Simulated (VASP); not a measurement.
A run of VASP 6.6.1:

The input INCAR:

```
PREC = Accurate
ENCUT = 600
EDIFF = 1E-6
ISMEAR = 0
SIGMA = 0.1
LREAL = F
LASPH = T
NELM = 80
ALGO = Normal
ISIF = 3
LWAVE = F
LCHARG = F
GGA = PE
IBRION = 2
NSW = 90
EDIFFG = -0.04
```

File KPOINTS:

```
regular mesh
0
Gamma
  3 3 4
```

Contents of POSCAR:

```
Tl3HBr2
1.0
    6.7388850800      0.0000000000      0.0000000000
   -3.3694425400      5.8360456700      0.0000000000
    0.0000000000      0.0000000000      4.2059377100
Tl H Br
3 1 2
Direct
    0.5000000000      0.5000000000      0.5000000000
    0.5000000000      0.0000000000      0.5000000000
    0.0000000000      0.5000000000      0.5000000000
    0.0000000000      0.0000000000      0.0000000000
    0.6666666700      0.3333333300      0.0000000000
    0.3333333300      0.6666666700      0.0000000000
```

Potentials or basis: VASP PAW PBE potentials, release 64 (Tl_d, H, Br).

Run with:

```console
$ cat potpaw_PBE.64/Tl_d/POTCAR potpaw_PBE.64/H/POTCAR potpaw_PBE.64/Br/POTCAR > POTCAR
$ mpirun -np 1 vasp_std > vasp.out
```

Hardware: 1 thread of Intel(R) Xeon(R) Platinum 8488C (Sapphire Rapids), with other jobs on the host.

**Question.** Estimate the wall time of this run.

**Answer.** Wall time 6.4 min on 1 thread of Intel(R) Xeon(R) Platinum 8488C (Sapphire Rapids) (shared host), peak memory 0.35 GiB. Counts: scf iterations 89, k points 9, ion steps 9.
